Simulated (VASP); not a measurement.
Write the native input for VASP 6.6.1 that does the following.

```yaml
Task: single point
Functional: PBE
Potentials_or_basis: VASP PAW PBE potentials, release 64 (Co)
Cutoff: 520 eV
k_mesh: 15 × 15 × 8
Occupations: fermi-dirac, width 0.08 eV
Spin: collinear spin, zero start
Starting_moments: "[0.0, 0.0] μB"
Fixed_moment: 0 μB
Dipole_correction: no
Further_INCAR_settings: ALGO = Normal; EDIFF = 1e-06; NBANDS = 20
```

The structure of Co lies in POSCAR:

```
Co
1.0
    2.4873648738      0.0000000000      0.0000000000
   -1.2436824369      2.1541211692      0.0000000000
    0.0000000000      0.0000000000      4.0632895034
Co
2
Direct
    0.6666666667      0.3333333333      0.2598610000
    0.3333333333      0.6666666667      0.7401390000
```

One way to write it, as run:

INCAR

```
SYSTEM = Co
PREC = Accurate
ENCUT = 520
EDIFF = 1E-6
ISMEAR = -1
SIGMA = 0.08
LREAL = .False.
LASPH = .True.
NELM = 150
ALGO = Normal
ISIF = 2
LWAVE = .False.
LCHARG = .True.
ISPIN = 2
MAGMOM = 0 0
LORBIT = 11
NUPDOWN = 0.0
LMAXMIX = 4
GGA = PE
LELF = .True.
LVHAR = .True.
NBANDS = 20
```

KPOINTS

```
Automatic mesh
0
Gamma
  15 15 8
  0 0 0
```

Potentials or basis: VASP PAW PBE potentials, release 64 (Co).

Run with:

```bash
$ cat potpaw_PBE.64/Co/POTCAR > POTCAR
$ mpirun -np 1 vasp_std > vasp.out
```

Results of the run:

```yaml
Pressure: -10.9 GPa
Largest_force: 0.570 eV/Å
Net_moment: 0.00 μB per cell
Valence_electrons_inside_the_program's_atomic_spheres: Co 8.27
```

Caveat: the total moment is fixed, so each spin has its own Fermi level.

Wall time 89 s on 1 thread of Intel Xeon 6975P-C (shared host), peak memory 0.22 GiB.
